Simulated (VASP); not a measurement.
A run of VASP 6.6.1 is set up as follows.

INCAR

```
SYSTEM = Ca3Hg
PREC = Accurate
ENCUT = 520
EDIFF = 1E-7
ISMEAR = -1
SIGMA = 0.1
LREAL = .False.
LASPH = .True.
NELM = 100
ALGO = Normal
ISIF = 2
LWAVE = .False.
LCHARG = .False.
NBANDS = 29
```

Contents of KPOINTS:

```
Automatic mesh
0
Gamma
  5 5 5
  0 0 0
```

POSCAR

```
Ca3Hg
1.0
    5.2327162042      0.0000000000      0.0000000000
    0.0000000000      5.2327162042      0.0000000000
    0.0000000000      0.0000000000      5.2327162042
Ca Hg
3 1
Direct
    0.5000000000      0.0000000000      0.0000000000
    0.0000000000      0.0000000000      0.5000000000
    0.0000000000      0.5000000000      0.0000000000
    0.5000000000      0.5000000000      0.5000000000
```

Potentials or basis: VASP PAW LDA potentials, release 64 (Ca_sv, Hg).

Run with:

```bash
$ cat potpaw_LDA.64/Ca_sv/POTCAR potpaw_LDA.64/Hg/POTCAR > POTCAR
$ mpirun -np 1 vasp_std > vasp.out
```

(1) Predict the pressure.

(2) Predict the band gap on the k mesh.

Answers

(1) -3.9 GPa.

(2) zero (band 21 reaches 2.59 eV, above the bottom of band 22 at 1.99 eV).

Caveat: spin-orbit coupling is left out, which moves the levels of the heavy elements.
